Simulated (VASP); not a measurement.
Crystal: C.

```xyz
2
Lattice="0.0000 1.7714 1.7714 1.7714 0.0000 1.7714 1.7714 1.7714 0.0000" Properties=species:S:1:pos:R:3 pbc="T T T"
C     2.6571    2.6571    2.6571
C     1.7714    1.7714    1.7714
```

Base run:

| Property | Result |
| --- | --- |
| Program | VASP 6.6.1 |
| Functional | HSE06 |
| Potentials or basis | VASP PAW PBE potentials, release 64 (C) |
| Cutoff | 520 eV |
| k mesh | 8 × 8 × 8 |
| Occupations | fermi-dirac, width 0.05 eV |
| Spin | no spin polarisation |

Its results: band gap on the k mesh 5.33 eV (least direct gap 7.03 eV); pressure 2.0 GPa.

Task: The run is repeated on the same cell with these changes: functional from HSE06 to PBE0. What comes out?

Result: Band gap on the k mesh 6.09 eV (least direct gap 7.78 eV); pressure 1.8 GPa.

Caveats: the PAW data sets were made with another functional, which shifts forces and pressure a little.

A k mesh can miss the band edges.
